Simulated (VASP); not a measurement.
# Ga (Cmcm) in VASP: further runs

Aim: see how the results for Ga move with the level of theory and the settings. Levels: LDA, PBEsol, r2SCAN. Tasks: single point.

Everything below comes from runs of VASP 6.6.1. Logs are shortened: lines on timing, memory, paths and dates and some standing lists are left out, and cuts for length are marked.

### Step 1. The cell of the first run

The structure is orthorhombic, space group Cmcm (No. 63). The conventional cell has a = 2.938 Å, b = 8.237 Å, c = 3.212 Å, α = 90.00°, β = 90.00°, γ = 90.00°. Within 3.6 Å of Ga (site symmetry m2m) lie 10 Ga at 2.72 to 3.21 Å.

### Step 2. Single point, LDA

The input, INCAR:

```
SYSTEM = Ga
PREC = Accurate
ENCUT = 520
EDIFF = 1E-7
ISMEAR = -1
SIGMA = 0.05
LREAL = .False.
LASPH = .True.
NELM = 80
ALGO = Normal
ISIF = 2
LWAVE = .False.
LCHARG = .False.
NBANDS = 20
```

The input, KPOINTS:

```
Automatic mesh
0
Gamma
  10 10 8
  0 0 0
```

The input, POSCAR:

```
Ga
1.0
    1.4690811355     -4.1184929765      0.0000000000
    1.4690811355      4.1184929765      0.0000000000
    0.0000000000      0.0000000000      3.2117153101
Ga
2
Direct
    0.1330000000      0.8670000000      0.7500000000
    0.8670000000      0.1330000000      0.2500000000
```

Potentials or basis: VASP PAW LDA potentials, release 64 (Ga_d).

The run is started by

```
> cat potpaw_LDA.64/Ga_d/POTCAR > POTCAR
> mpirun -np 1 vasp_std > vasp.out
```

OUTCAR:

```text
SYSTEM = Ga
   PREC = Accurate
   ENCUT = 520
   EDIFF = 1E-7
   ISMEAR = -1
   LREAL = .False.
   LASPH = .True.
   NELM = 80
   ISIF = 2

 ion  position               nearest neighbor table
   1  0.133  0.867  0.750-   2 2.72   2 2.72   2 2.91   2 2.91   2 2.91   2 2.91
   2  0.867  0.133  0.250-   1 2.72   1 2.72   1 2.91   1 2.91   1 2.91   1 2.91

  LATTYP: Found a base centered orthorhombic cell.
 ALAT       =     2.9381622710
 B/A-ratio  =     2.8034482759
 C/A-ratio  =     1.0931034483

  Lattice vectors:

 A1 = (   1.4690811355,  -4.1184929765,   0.0000000000)
 A2 = (   1.4690811355,   4.1184929765,   0.0000000000)
 A3 = (   0.0000000000,   0.0000000000,   3.2117153101)

Analysis of symmetry for initial positions (statically):
=====================================================================
 Subroutine PRICEL returns:
 Original cell was already a primitive cell.

 Routine SETGRP: Setting up the symmetry group for a
 base centered orthorhombic supercell.

 Subroutine GETGRP returns: Found  8 space group operations
 (whereof  4 operations were pure point group operations)
 out of a pool of  8 trial point group operations.

The static configuration has the point symmetry C_2h.
 The point group associated with its full space group is D_2h.

Analysis of symmetry for dynamics (positions and initial velocities):
=====================================================================
 Subroutine PRICEL returns:
 Original cell was already a primitive cell.

 Routine SETGRP: Setting up the symmetry group for a
 base centered orthorhombic supercell.

 Subroutine GETGRP returns: Found  8 space group operations
 (whereof  4 operations were pure point group operations)
 out of a pool of  8 trial point group operations.

The dynamic configuration has the point symmetry C_2h.
 The point group associated with its full space group is D_2h.

 Subroutine INISYM returns: Found  8 space group operations
 (whereof  4 operations are pure point group operations),
 and found     1 'primitive' translations

----------------------------------------------------------------------------------------

                                     Primitive cell

  volume of cell :      38.8643

  direct lattice vectors                    reciprocal lattice vectors
     1.469081135 -4.118492976  0.000000000     0.340348799 -0.121403631  0.000000000
     1.469081135  4.118492976  0.000000000     0.340348799  0.121403631  0.000000000
     0.000000000  0.000000000  3.211715310     0.000000000  0.000000000  0.311360100

  length of vectors
     4.372663237  4.372663237  3.211715310     0.361353216  0.361353216  0.311360100

  position of ions in fractional coordinates (direct lattice)
     0.133000000  0.867000000  0.750000000
     0.867000000  0.133000000  0.250000000

  ion indices of the primitive-cell ions
   primitive index   ion index
                 1           1
                 2           2

----------------------------------------------------------------------------------------

 KPOINTS: Automatic mesh

Automatic generation of k-mesh.
 Grid dimensions read from file:
 generate k-points for:   10   10    8

 Generating k-lattice:

  Cartesian coordinates                     Fractional coordinates (reciprocal lattice)
     0.034034880 -0.012140363  0.000000000     0.100000000 -0.000000000  0.000000000
     0.034034880  0.012140363  0.000000000    -0.000000000  0.100000000  0.000000000
     0.000000000  0.000000000  0.038920012     0.000000000  0.000000000  0.125000000

  Length of vectors
     0.036135322  0.036135322  0.038920012

  Shift w.r.t. Gamma in fractional coordinates (k-lattice)
     0.000000000  0.000000000  0.000000000

 Subroutine IBZKPT returns following result:
 ===========================================

 Found    155 irreducible k-points:

 Following reciprocal coordinates:
            Coordinates               Weight
  0.000000  0.000000  0.000000      1.000000
  0.100000  0.000000  0.000000      4.000000
  0.200000  0.000000  0.000000      4.000000
  0.300000  0.000000  0.000000      4.000000
  0.400000  0.000000  0.000000      4.000000
  0.500000  0.000000  0.000000      2.000000
[... 16 lines left out ...]
  0.300000  0.300000  0.000000      2.000000
  0.400000  0.300000  0.000000      4.000000
 [... further k-points ...]
   k-points           NKPTS =    155   k-points in BZ     NKDIM =    155   number of bands    NBANDS=     20
   number of dos      NEDOS =    301   number of ions     NIONS =      2
   total plane-waves  NPLWV =  31104
   dimension x,y,z NGX =    36 NGY =   36 NGZ =   24
   dimension x,y,z NGXF=    72 NGYF=   72 NGZF=   48
   ions per type =               2
   NGX,Y,Z   is equivalent  to a cutoff of  13.69, 13.69, 12.42 a.u.
   NGXF,Y,Z  is equivalent  to a cutoff of  27.37, 27.37, 24.85 a.u.
 SYSTEM =  Ga
   PREC   = accura    normal or accurate (medium, high low for compatibility)
   ISTART =      0    job   : 0-new  1-cont  2-samecut
   ICHARG =      2    charge: 1-file 2-atom 10-const
   ISPIN  =      1    spin polarized calculation?
   LNONCOLLINEAR =      F non collinear calculations
   LSORBIT =      F    spin-orbit coupling
   LASPH  =      T    aspherical Exc in radial PAW
   ENCUT  =  520.0 eV  38.22 Ry    6.18 a.u.   8.13  8.13  5.97*2*pi/ulx,y,z
   NELM   =     80;   NELMIN=  2; NELMDL= -5     # of ELM steps
   EDIFF  = 0.1E-06   stopping-criterion for ELM
   LREAL  =      F    real-space projection
   EDIFFG = 0.1E-05   stopping-criterion for IOM
   NSW    =      0    number of steps for IOM
   IBRION =     -1    ionic relax: 0-MD 1-quasi-New 2-CG
   NFREE  =      0    steps in history (QN), initial steepest desc. (CG)
   ISIF   =      2    stress and relaxation
   ISYM   =      2    0-nonsym 1-usesym 2-fastsym
   POTIM  = 0.5000    time-step for ionic-motion
   TEBEG  =    0.0;   TEEND  =   0.0 temperature during run
   PSTRESS=    0.0 pullay stress
   NELECT =      26.0000    total number of electrons
   NUPDOWN=      -1.0000    fix difference up-down
   EMIN   =  10.00;   EMAX   =-10.00  energy-range for DOS
   EFERMI =   0.00;   METHOD = LEGACY
   ISMEAR =    -1;   SIGMA  =   0.05  broadening in eV -4-tet -1-fermi 0-gaus
   EFERMI_NEDOS =   21; number of points for ismear=-14 and -15
   IALGO  =     38    algorithm
   IMIX   =      4    mixing-type and parameters
     AMIX     =   0.40;   BMIX     =  1.00
     AMIX_MAG =   1.60;   BMIX_MAG =  1.00
  volume/ion in A,a.u.               =      19.43       131.13
  Fermi-wavevector in a.u.,A,eV,Ry     =   1.431800  2.705709 27.892624  2.050050
  Thomas-Fermi vector in A             =   2.551497
   LORBIT       =      0    0 simple, 1 ext, 2 COOP (PROOUT), +10 PAW based schemes
   GGA     = CA    functional components
   LHFCALC =     F    Hartree Fock is set to
   AEXX    =    0.0000 exact exchange contribution
   IVDW    =     0    specifies the selected vdW correction
   LEPSILON=     F    determine dielectric tensor
   LRPA    =     F    only Hartree local field effects (RPA)
 non-spin polarized calculation
  energy-cutoff  :      520.00
  volume of cell :       38.86
 maximum number of plane-waves:      1072
 NGX is ok and might be reduce to    36
   NGX = 17   NGY = 17   NGZ = 11

 number of electron      26.0000009 magnetization

 Free energy of the ion-electron system (eV)
  ---------------------------------------------------
  ext. energy  EPLUGINS =         0.00000000
  ---------------------------------------------------
  free energy    TOTEN  =        -7.09033017 eV

  energy without entropy =       -7.08616270  energy(sigma->0) =       -7.08824643

 E-fermi :   4.9092     XC(G=0): -11.1329

 val. band max:        4.8980645224   @ k =  -0.1000   0.1000   0.0000
 cond. band min:       4.9182616514   @ k =   0.5000   0.0000   0.3750
 fundamental gap:      0.0201971290
 Fermi energy:         4.9091710692

 k-point     1 :       0.0000    0.0000    0.0000
  band No.  band energies     occupation
      1     -10.1831      2.00000
      2     -10.1668      2.00000
      3     -10.1053      2.00000
      4     -10.0875      2.00000
      5      -9.9188      2.00000
      6      -9.9045      2.00000
[... 12 lines left out ...]
     19      15.7924      0.00000
     20      16.6134      0.00000

 k-point     2 :       0.1000    0.0000    0.0000
  band No.  band energies     occupation
      1     -10.1738      2.00000
      2     -10.1611      2.00000
      3     -10.0982      2.00000
      4     -10.0562      2.00000
      5      -9.9289      2.00000
      6      -9.9155      2.00000
[... 12 lines left out ...]
     19      16.5352      0.00000
     20      18.2922      0.00000

 k-point     3 :       0.2000    0.0000    0.0000
  band No.  band energies     occupation
      1     -10.1504      2.00000
      2     -10.1463      2.00000
      3     -10.0704      2.00000
      4     -10.0044      2.00000
      5      -9.9455      2.00000
      6      -9.9415      2.00000
[... 12 lines left out ...]
     19      16.9120      0.00000
     20      20.7082      0.00000

 k-point     4 :       0.3000    0.0000    0.0000
  band No.  band energies     occupation
      1     -10.1290      2.00000
      2     -10.1235      2.00000
      3     -10.0444      2.00000
      4     -10.0219      2.00000
      5      -9.9846      2.00000
      6      -9.9024      2.00000
[... 12 lines left out ...]
     19      16.8717      0.00000
     20      18.7552      0.00000

 k-point     5 :       0.4000    0.0000    0.0000
  band No.  band energies     occupation
      1     -10.1155      2.00000
      2     -10.1118      2.00000
      3     -10.0467      2.00000
      4     -10.0287      2.00000
      5     -10.0186      2.00000
      6      -9.9090      2.00000
[... 12 lines left out ...]
     19      15.3797      0.00000
     20      17.8485      0.00000
[... 353 lines left out ...]
      6      -9.9403      2.00000
[... 12 lines left out ...]
     19      15.1657      0.00000
     20      17.0187      0.00000

 k-point    22 :      -0.2000    0.2000    0.0000
  band No.  band energies     occupation
      1     -10.1786      2.00000
      2     -10.1366      2.00000
      3     -10.1293      2.00000
      4     -10.0283      2.00000
      5      -9.9643      2.00000
      6      -9.9235      2.00000
[... 12 lines left out ...]
     19      15.1833      0.00000
     20      15.4436      0.00000

 k-point    23 :       0.3000    0.3000    0.0000
  band No.  band energies     occupation
      1     -10.1166      2.00000
      2     -10.1071      2.00000
      3     -10.0602      2.00000
      4      -9.9757      2.00000
      5      -9.9644      2.00000
      6      -9.9395      2.00000
[... 12 lines left out ...]
     19      15.2142      0.00000
     20      16.9798      0.00000

 k-point    24 :       0.4000    0.3000    0.0000
  band No.  band energies     occupation
      1     -10.1129      2.00000
      2     -10.0805      2.00000
      3     -10.0481      2.00000
      4     -10.0155      2.00000
      5      -9.9658      2.00000
      6      -9.9579      2.00000
[... 12 lines left out ...]
     19      14.7192      0.00000
     20      16.4562      0.00000

 [... further k-points ...]
[... 5 lines left out ...]
  --------------------------------------------------------------------------------------
  -------------------------------------------------------------------------------------
  Total       -1.5474971     -1.3823415     -1.0948909      0.0000000     -0.0000000      0.0000000
  in kB      -63.7953875    -56.9868658    -45.1367513      0.0000000     -0.0000000      0.0000000
  external PRESSURE =     -55.3063349 kB  Pullay stress =       0.0000000 kB

 VOLUME and BASIS-vectors are now :
 -----------------------------------------------------------------------------
  energy-cutoff  :      520.00
  volume of cell :       38.86
      direct lattice vectors                 reciprocal lattice vectors
     1.469081135 -4.118492976  0.000000000     0.340348799 -0.121403631  0.000000000
     1.469081135  4.118492976  0.000000000     0.340348799  0.121403631  0.000000000
     0.000000000  0.000000000  3.211715310     0.000000000  0.000000000  0.311360100

 POSITION                                       TOTAL-FORCE (eV/Angst)
 -----------------------------------------------------------------------------------
      1.46908      3.02297      2.40879         0.000000     -0.184738      0.000000
      1.46908     -3.02297      0.80293         0.000000      0.184738     -0.000000
 -----------------------------------------------------------------------------------
    total drift:                                0.000000     -0.000000     -0.000000

  FREE ENERGIE OF THE ION-ELECTRON SYSTEM (eV)
  ---------------------------------------------------
  free  energy   TOTEN  =        -7.0903301668 eV

  energy  without entropy=       -7.0861626981  energy(sigma->0) =       -7.08824643
```

Wall time 84 s (1 thread of Intel Xeon Platinum 8259CL at 2.50GHz (Skylake/Cascade Lake), shared host); peak memory 0.22 GiB.

Results:

| Property | Result |
| --- | --- |
| Free energy | -7.0903 eV |
| Pressure | -5.5 GPa |
| Largest force | 0.185 eV/Å |
| Band gap on the k mesh | zero (band 13 reaches 9.99 eV, above the bottom of band 14 at 1.01 eV) |

Forces on the atoms (eV/Å):
```
Ga   0.000 -0.185  0.000
Ga   0.000  0.185  0.000
```

Stress tensor (GPa, compression positive):
```
-6.38  0.00  0.00
 0.00 -5.70  0.00
 0.00  0.00 -4.51
```

Levels at points of the mesh, in eV from the Fermi level:
| k point | band 10 | band 11 | band 12 | band 13 | band 14 | band 15 | band 16 | band 17 |
| --- | --- | --- | --- | --- | --- | --- | --- | --- |
| (0.00, 0.00, 0.00) | -14.62 | -10.83 | -2.02 | -1.64 | 2.92 | 6.67 | 7.65 | 8.56 |
| (0.50, 0.00, 0.00) | -14.68 | -6.51 | -5.12 | -1.53 | -0.38 | 6.30 | 6.54 | 8.69 |
| (0.50, 0.50, 0.00) | -14.69 | -8.86 | -8.25 | 5.08 | 5.71 | 5.77 | 6.84 | 6.98 |
| (0.00, 0.00, 0.50) | -14.70 | -7.13 | -7.13 | 1.95 | 1.95 | 2.50 | 2.50 | 9.99 |
| (0.50, 0.00, 0.50) | -14.67 | -2.98 | -2.98 | -1.43 | -1.43 | 1.94 | 1.94 | 4.31 |
| (0.50, 0.50, 0.50) | -14.74 | -5.46 | -5.46 | -3.90 | -3.90 | 9.32 | 9.32 | 11.08 |

### Step 3. Single point, PBEsol

The input, INCAR:

```
  PREC = Accurate
  ENCUT = 520
  EDIFF = 1E-6
  ISMEAR = -1
  SIGMA = 0.05
  LREAL = F
  LASPH = T
  NELM = 80
  ALGO = Normal
  ISIF = 2
  LWAVE = F
  LCHARG = F
  GGA = PS
  NBANDS = 20
```

The input, KPOINTS:

```
regular mesh
0
Gamma
  10 10 8
```

POSCAR is that of step 2.

Potentials or basis: VASP PAW PBE potentials, release 64 (Ga_d).

The run is started by

```
> cat potpaw_PBE.64/Ga_d/POTCAR > POTCAR
> mpirun -np 1 vasp_std > vasp.out
```

Run time: 90 s. Hardware: 1 thread of Intel Xeon Platinum 8259CL at 2.50GHz (Skylake/Cascade Lake), shared host; peak memory 0.24 GiB.

It converged, with:

```
Free energy            : -6.6530 eV
Pressure               : -3.9 GPa
Largest force          : 0.195 eV/Å
Band gap on the k mesh : zero (band 13 reaches 10.13 eV, above the bottom of band 14 at 1.07 eV)
```

Forces on the atoms (eV/Å):
```
Ga   0.000 -0.195  0.000
Ga   0.000  0.195  0.000
```

Stress tensor (GPa, compression positive):
```
-5.04  0.00  0.00
 0.00 -3.77  0.00
 0.00  0.00 -2.96
```

Levels at points of the mesh, in eV from the Fermi level:
| k point | band 10 | band 11 | band 12 | band 13 | band 14 | band 15 | band 16 | band 17 |
| --- | --- | --- | --- | --- | --- | --- | --- | --- |
| (0.00, 0.00, 0.00) | -14.50 | -10.85 | -2.06 | -1.59 | 2.93 | 6.55 | 7.69 | 8.60 |
| (0.50, 0.00, 0.00) | -14.55 | -6.50 | -5.16 | -1.57 | -0.38 | 6.36 | 6.60 | 8.69 |
| (0.50, 0.50, 0.00) | -14.57 | -8.89 | -8.27 | 5.09 | 5.73 | 5.79 | 6.88 | 7.01 |
| (0.00, 0.00, 0.50) | -14.58 | -7.14 | -7.14 | 1.93 | 1.93 | 2.49 | 2.49 | 10.08 |
| (0.50, 0.00, 0.50) | -14.55 | -2.96 | -2.96 | -1.46 | -1.46 | 1.93 | 1.93 | 4.24 |
| (0.50, 0.50, 0.50) | -14.62 | -5.44 | -5.44 | -3.97 | -3.97 | 9.38 | 9.38 | 11.15 |

Caveat: the PAW data sets were made with another functional, which shifts forces and pressure a little.

(Part 1 of 3 ends here.)
